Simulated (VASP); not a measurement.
# HC9 in VASP: further runs, part 2 of 2

VASP 6.6.1. The steps go on from the part before.

## Step 3: Single point, PBE+D3(BJ)

Input file INCAR:

```
SYSTEM = HC9
PREC = Accurate
ENCUT = 520
EDIFF = 1E-6
ISMEAR = -1
SIGMA = 0.02
LREAL = Auto
LASPH = .TRUE.
NELM = 60
ALGO = Normal
ISIF = 2
LWAVE = .FALSE.
LCHARG = .FALSE.
GGA = PE
IVDW = 12
NBANDS = 53
```

Input file KPOINTS:

```
regular mesh
0
G
  2 2 1
  0 0 0
```

Input file POSCAR:

```
HC9
1.0
    7.3980000000      0.0000000000      0.0000000000
   -3.6990000000      6.4068560000      0.0000000000
    0.0000000000      0.0000000000     12.0000000000
C H
18 2
Direct
    0.0027049894      0.0135651558      0.0702341667
    0.2229214467      0.1236709550      0.0702502500
    0.0004536165      0.3462511097      0.0702594167
    0.2252022423      0.4586269771      0.0702518333
    0.0020829927      0.6818645526      0.0704522500
    0.2235764602      0.7926076378      0.0704523333
    0.3336979326      0.0128857274      0.0704165000
    0.5585742804      0.1253188772      0.0704613333
    0.3353425291      0.3485074427      0.0702754167
    0.5569215170      0.4593023474      0.0704365833
    0.3359859392      0.6801776097      0.0704193333
    0.5563002568      0.7903428764      0.0704561667
    0.6687345417      0.0151857635      0.0704315000
    0.8903025803      0.1259655282      0.0702653333
    0.6693628578      0.3468798113      0.0704662500
    0.8896763833      0.4570261919      0.0704307500
    0.6670802943      0.6795874607      0.0704537500
    0.8919468709      0.7920281024      0.0704035833
    0.0544632430      0.2209367590      0.3230613333
    0.1688814126      0.2566603651      0.3201212500
```

Potentials or basis: VASP PAW PBE potentials, release 64 (C, H).

The run is started by

```bash
cat potpaw_PBE.64/C/POTCAR potpaw_PBE.64/H/POTCAR > POTCAR
mpirun -np 1 vasp_std > vasp.out
```

OUTCAR:

```text
SYSTEM = HC9
   PREC = Accurate
   ENCUT = 520
   EDIFF = 1E-6
   ISMEAR = -1
   LREAL = Auto
   LASPH = .TRUE.
   NELM = 60
   ISIF = 2
   GGA = PE
   IVDW = 12
 IVDW          = 12

 ion  position               nearest neighbor table
   1  0.003  0.014  0.070-   2 1.41  18 1.42  14 1.44
   2  0.223  0.124  0.070-   1 1.41   7 1.42   9 1.44
   3  0.000  0.346  0.070-  14 1.41  16 1.42   4 1.44
   4  0.225  0.459  0.070-   9 1.41  11 1.42   3 1.44
   5  0.002  0.682  0.070-  18 1.41   6 1.42  16 1.44
   6  0.224  0.793  0.070-   7 1.41   5 1.42  11 1.44
[... 10 lines left out ...]
  17  0.667  0.680  0.070-  10 1.41  12 1.42  18 1.44
  18  0.892  0.792  0.070-   5 1.41   1 1.42  17 1.44
  19  0.054  0.221  0.323-  20 0.75
  20  0.169  0.257  0.320-  19 0.75

  LATTYP: Found a hexagonal cell.
 ALAT       =     7.3980000000
 C/A-ratio  =     1.6220600162

  Lattice vectors:

 A1 = (   7.3980000000,   0.0000000000,   0.0000000000)
 A2 = (  -3.6990000000,   6.4068560000,   0.0000000000)
 A3 = (   0.0000000000,   0.0000000000,  12.0000000000)

Analysis of symmetry for initial positions (statically):
=====================================================================
 Subroutine PRICEL returns:
 Original cell was already a primitive cell.

 Routine SETGRP: Setting up the symmetry group for a
 hexagonal supercell.

 Subroutine GETGRP returns: Found  1 space group operations
 (whereof  1 operations were pure point group operations)
 out of a pool of 24 trial point group operations.

The static configuration has the point symmetry C_1 .

Analysis of symmetry for dynamics (positions and initial velocities):
=====================================================================
 Subroutine PRICEL returns:
 Original cell was already a primitive cell.

 Routine SETGRP: Setting up the symmetry group for a
 hexagonal supercell.

 Subroutine GETGRP returns: Found  1 space group operations
 (whereof  1 operations were pure point group operations)
 out of a pool of 24 trial point group operations.

The dynamic configuration has the point symmetry C_1 .

 Subroutine INISYM returns: Found  1 space group operations
 (whereof  1 operations are pure point group operations),
 and found     1 'primitive' translations

----------------------------------------------------------------------------------------

                                     Primitive cell

  volume of cell :     568.7750

  direct lattice vectors                    reciprocal lattice vectors
     7.398000000  0.000000000  0.000000000     0.135171668  0.078041398  0.000000000
    -3.699000000  6.406856000  0.000000000     0.000000000  0.156082796  0.000000000
     0.000000000  0.000000000 12.000000000     0.000000000  0.000000000  0.083333333

  length of vectors
     7.398000000  7.398000054 12.000000000     0.156082797  0.156082796  0.083333333

  position of ions in fractional coordinates (direct lattice)
     0.002704989  0.013565156  0.070234167
     0.222921447  0.123670955  0.070250250
     0.000453617  0.346251110  0.070259417
     0.225202242  0.458626977  0.070251833
     0.002082993  0.681864553  0.070452250
     0.223576460  0.792607638  0.070452333
[... 12 lines left out ...]
     0.054463243  0.220936759  0.323061333
[... 49 lines left out ...]
 Found      4 irreducible k-points:

 Following reciprocal coordinates:
            Coordinates               Weight
  0.000000  0.000000  0.000000      1.000000
  0.500000  0.000000  0.000000      1.000000
  0.000000  0.500000  0.000000      1.000000
  0.500000  0.500000  0.000000      1.000000
   k-points           NKPTS =      4   k-points in BZ     NKDIM =      4   number of bands    NBANDS=     53
   number of dos      NEDOS =    301   number of ions     NIONS =     20
   total plane-waves  NPLWV = 282240
   dimension x,y,z NGX =    56 NGY =   56 NGZ =   90
   dimension x,y,z NGXF=   112 NGYF=  112 NGZF=  180
   ions per type =              18   2
   NGX,Y,Z   is equivalent  to a cutoff of  12.58, 12.58, 12.47 a.u.
   NGXF,Y,Z  is equivalent  to a cutoff of  25.17, 25.17, 24.94 a.u.
 SYSTEM =  HC9
   PREC   = accura    normal or accurate (medium, high low for compatibility)
   ISTART =      0    job   : 0-new  1-cont  2-samecut
   ICHARG =      2    charge: 1-file 2-atom 10-const
   ISPIN  =      1    spin polarized calculation?
   LNONCOLLINEAR =      F non collinear calculations
   LSORBIT =      F    spin-orbit coupling
   LASPH  =      T    aspherical Exc in radial PAW
   ENCUT  =  520.0 eV  38.22 Ry    6.18 a.u.  13.76 13.76 22.31*2*pi/ulx,y,z
   NELM   =     60;   NELMIN=  2; NELMDL= -5     # of ELM steps
   EDIFF  = 0.1E-05   stopping-criterion for ELM
   LREAL  =      T    real-space projection
   EDIFFG = 0.1E-04   stopping-criterion for IOM
   NSW    =      0    number of steps for IOM
   IBRION =     -1    ionic relax: 0-MD 1-quasi-New 2-CG
   NFREE  =      0    steps in history (QN), initial steepest desc. (CG)
   ISIF   =      2    stress and relaxation
   ISYM   =      2    0-nonsym 1-usesym 2-fastsym
   POTIM  = 0.5000    time-step for ionic-motion
   TEBEG  =    0.0;   TEEND  =   0.0 temperature during run
   PSTRESS=    0.0 pullay stress
   NELECT =      74.0000    total number of electrons
   NUPDOWN=      -1.0000    fix difference up-down
   EMIN   =  10.00;   EMAX   =-10.00  energy-range for DOS
   EFERMI =   0.00;   METHOD = LEGACY
   ISMEAR =    -1;   SIGMA  =   0.02  broadening in eV -4-tet -1-fermi 0-gaus
   EFERMI_NEDOS =   21; number of points for ismear=-14 and -15
   IALGO  =     38    algorithm
   IMIX   =      4    mixing-type and parameters
     AMIX     =   0.40;   BMIX     =  1.00
     AMIX_MAG =   1.60;   BMIX_MAG =  1.00
  volume/ion in A,a.u.               =      28.44       191.91
  Fermi-wavevector in a.u.,A,eV,Ry     =   0.829542  1.567608  9.362720  0.688140
  Thomas-Fermi vector in A             =   1.942107
   LORBIT       =      0    0 simple, 1 ext, 2 COOP (PROOUT), +10 PAW based schemes
   GGA     = PE    functional components
   LHFCALC =     F    Hartree Fock is set to
   AEXX    =    0.0000 exact exchange contribution
   IVDW    =    12    specifies the selected vdW correction
   LEPSILON=     F    determine dielectric tensor
   LRPA    =     F    only Hartree local field effects (RPA)
 non-spin polarized calculation
  energy-cutoff  :      520.00
  volume of cell :      568.78
 maximum number of plane-waves:     15363
 NGX is ok and might be reduce to    56
   NGX = 27   NGY = 27   NGZ = 45

 number of electron      74.0000000 magnetization

 Free energy of the ion-electron system (eV)
  ---------------------------------------------------
  ext. energy  EPLUGINS =         0.00000000
  ---------------------------------------------------
  free energy    TOTEN  =      -172.38784931 eV

  energy without entropy =     -172.38673213  energy(sigma->0) =     -172.38729072

 E-fermi :  -1.6845     XC(G=0):  -3.8596

 val. band max:       -1.7930745994   @ k =   0.0000   0.0000   0.0000
 cond. band min:      -1.5765596770   @ k =   0.0000   0.0000   0.0000
 fundamental gap:      0.2165149225
 Fermi energy:        -1.6844886107

 k-point     1 :       0.0000    0.0000    0.0000
  band No.  band energies     occupation
      1     -21.2067      2.00000
      2     -18.7046      2.00000
      3     -18.7044      2.00000
      4     -18.6004      2.00000
      5     -18.5990      2.00000
      6     -18.5618      2.00000
[... 197 lines left out ...]
     48       3.8895      0.00000
     49       4.2989      0.00000
 [bands above 49 left out]

------------------------ aborting loop because EDIFF is reached ----------------------------------------

 Edisp (eV)   -1.66678

 E8    (eV) :    -0.5129

  FORCE on cell =-STRESS in cart. coord.  units (eV):
  Direction    XX          YY          ZZ          XY          YZ          ZX
  --------------------------------------------------------------------------------------
  -------------------------------------------------------------------------------------
  Total       1.15028     1.16721    -0.16410    -0.00938    -0.00635     0.00417
  in kB       3.24023     3.28789    -0.46226    -0.02642    -0.01790     0.01175
  external pressure =        2.02 kB  Pullay stress =        0.00 kB

 VOLUME and BASIS-vectors are now :
 -----------------------------------------------------------------------------
  energy-cutoff  :      520.00
  volume of cell :      568.78
      direct lattice vectors                 reciprocal lattice vectors
     7.398000000  0.000000000  0.000000000     0.135171668  0.078041398  0.000000000
    -3.699000000  6.406856000  0.000000000     0.000000000  0.156082796  0.000000000
     0.000000000  0.000000000 12.000000000     0.000000000  0.000000000  0.083333333

 POSITION                                       TOTAL-FORCE (eV/Angst)
 -----------------------------------------------------------------------------------
     -0.03017      0.08691      0.84281        -0.016386      0.001697     -0.002189
      1.19171      0.79234      0.84300         0.008824      0.024720      0.001843
     -1.27743      2.21838      0.84311         0.001523     -0.000493     -0.001455
     -0.03041      2.93836      0.84302         0.003339     -0.002580     -0.001562
     -2.50681      4.36861      0.84543        -0.010415     -0.018890     -0.000123
     -1.27784      5.07812      0.84543         0.018610      0.001875     -0.000817
[... 12 lines left out ...]
     -0.41433      1.41551      3.87674         0.011829      0.001957     -0.002716
      0.30000      1.64439      3.84145        -0.011201     -0.004792     -0.001178
 -----------------------------------------------------------------------------------
    total drift:                               -0.007940      0.032251      0.044976

  FREE ENERGIE OF THE ION-ELECTRON SYSTEM (eV)
  ---------------------------------------------------
  free  energy   TOTEN  =      -174.0546261272 eV

  energy  without entropy=     -174.0535089478  energy(sigma->0) =     -174.05406754
```

Run time: 7.9 min. Hardware: 1 thread of Intel Xeon 8259CL, shared host; peak memory 0.57 GiB.

Results:

- Free energy: -174.0546 eV
- Largest force: 0.026 eV/Å
- Band gap on the k mesh: 0.22 eV
- Dispersion energy per atom: -0.083 eV

Forces in eV/Å, atoms in the order of the input:
```
C   -0.016  0.002 -0.002
C    0.009  0.025  0.002
C    0.002  0.000 -0.001
C    0.003 -0.003 -0.002
C   -0.010 -0.019  0.000
C    0.019  0.002 -0.001
C    0.013  0.012  0.002
C   -0.018 -0.007  0.003
C    0.007 -0.006  0.000
C    0.005 -0.006 -0.001
C   -0.001  0.005  0.002
C   -0.005  0.003  0.000
C   -0.002 -0.006  0.002
C    0.013 -0.010  0.004
C   -0.012  0.017 -0.001
C   -0.008  0.010 -0.002
C    0.016 -0.003 -0.001
C   -0.014 -0.014  0.001
H    0.012  0.002 -0.003
H   -0.011 -0.005 -0.001
```

Levels at points of the mesh, in eV from the valence-band top:
| k point | band 34 | band 35 | band 36 | band 37 | band 38 | band 39 | band 40 | band 41 |
| --- | --- | --- | --- | --- | --- | --- | --- | --- |
| (0.00, 0.00, 0.00) | -2.93 | -2.93 | 0.00 | 0.00 | 0.22 | 0.22 | 3.42 | 4.51 |
| (0.50, 0.00, 0.00) | -2.57 | -2.52 | -2.52 | -2.25 | 1.79 | 2.59 | 2.59 | 2.66 |
| (0.00, 0.50, 0.00) | -2.57 | -2.52 | -2.52 | -2.25 | 1.79 | 2.59 | 2.59 | 2.66 |
| (0.50, 0.50, 0.00) | -2.57 | -2.52 | -2.52 | -2.25 | 1.79 | 2.59 | 2.59 | 2.66 |

Caveat: the k points lie up to 0.49 Å⁻¹ apart.

## Step 4: Single point, PBE+D3(BJ)

Input file INCAR:

```
SYSTEM = HC9
  ALGO = Normal
  EDIFF = 1E-7
  ENCUT = 520
  GGA = PE
  ISIF = 2
  ISMEAR = -1
  IVDW = 12
  LASPH = .TRUE.
  LCHARG = .FALSE.
  LREAL = Auto
  LWAVE = .FALSE.
  NBANDS = 53
  NELM = 100
  PREC = Accurate
  SIGMA = 0.02
```

Input file KPOINTS:

```
k-points
0
G
  2 2 1
  0 0 0
```

Input file POSCAR:

```
HC9
1.0
    7.3980000000      0.0000000000      0.0000000000
   -3.6990000000      6.4068560000      0.0000000000
    0.0000000000      0.0000000000     12.0000000000
C H
18 2
Direct
    0.0020678750      0.0151857635      0.0704315000
    0.2236359136      0.1259655282      0.0702653333
    0.0026961911      0.3468798113      0.0704662500
    0.2230097167      0.4570261919      0.0704307500
    0.0004136276      0.6795874607      0.0704537500
    0.2252802042      0.7920281024      0.0704035833
    0.3360383227      0.0135651558      0.0702341667
    0.5562547800      0.1236709550      0.0702502500
    0.3337869498      0.3462511097      0.0702594167
    0.5585355756      0.4586269771      0.0702518333
    0.3354163260      0.6818645526      0.0704522500
    0.5569097935      0.7926076378      0.0704523333
    0.6670312660      0.0128857274      0.0704165000
    0.8919076138      0.1253188772      0.0704613333
    0.6686758624      0.3485074427      0.0702754167
    0.8902548503      0.4593023474      0.0704365833
    0.6693192726      0.6801776097      0.0704193333
    0.8896335902      0.7903428764      0.0704561667
    0.3877965763      0.2209367590      0.3230613333
    0.5022147459      0.2566603651      0.3201212500
```

The run is started by

```bash
cat potpaw_PBE.64/C/POTCAR potpaw_PBE.64/H/POTCAR > POTCAR
mpirun -np 1 vasp_std > vasp.out
```

Run time: 7.7 min. Hardware: 1 thread of Intel Xeon 8259CL, shared host; peak memory 0.58 GiB.

The run converged. Its results:

```yaml
Free_energy: -174.0544 eV
Largest_force: 0.024 eV/Å
Band_gap_on_the_k_mesh: 0.22 eV
Dispersion_energy_per_atom: -0.083 eV
```

Forces on the atoms (eV/Å):
```
C   -0.004 -0.009  0.002
C    0.008 -0.003  0.003
C   -0.007  0.008 -0.001
C   -0.002  0.000  0.000
C    0.016  0.005 -0.004
C   -0.012 -0.015 -0.001
C   -0.020  0.008  0.003
C    0.006  0.024  0.002
C    0.000  0.000  0.005
C   -0.005  0.002  0.003
C   -0.011 -0.017 -0.004
C    0.019 -0.003 -0.003
C    0.016  0.012 -0.001
C   -0.017 -0.008 -0.003
C    0.008 -0.014  0.001
C    0.012 -0.006  0.002
C   -0.001  0.005  0.000
C   -0.006  0.010 -0.001
H    0.012  0.004 -0.002
H   -0.012 -0.003 -0.001
```

Levels at points of the mesh, in eV from the valence-band top:
| k point | band 33 | band 34 | band 35 | band 36 | band 37 | band 38 | band 39 | band 40 | band 41 | band 42 |
| --- | --- | --- | --- | --- | --- | --- | --- | --- | --- | --- |
| (0.00, 0.00, 0.00) | -4.45 | -2.93 | -2.93 | 0.00 | 0.00 | 0.22 | 0.22 | 3.42 | 4.51 | 4.93 |
| (0.50, 0.00, 0.00) | -2.57 | -2.57 | -2.52 | -2.52 | -2.25 | 1.79 | 2.59 | 2.59 | 2.66 | 2.66 |
| (0.00, 0.50, 0.00) | -2.57 | -2.57 | -2.52 | -2.52 | -2.25 | 1.79 | 2.59 | 2.59 | 2.66 | 2.66 |
| (0.50, 0.50, 0.00) | -2.57 | -2.57 | -2.52 | -2.52 | -2.25 | 1.79 | 2.59 | 2.59 | 2.66 | 2.67 |

Caveat: the k points lie up to 0.49 Å⁻¹ apart.
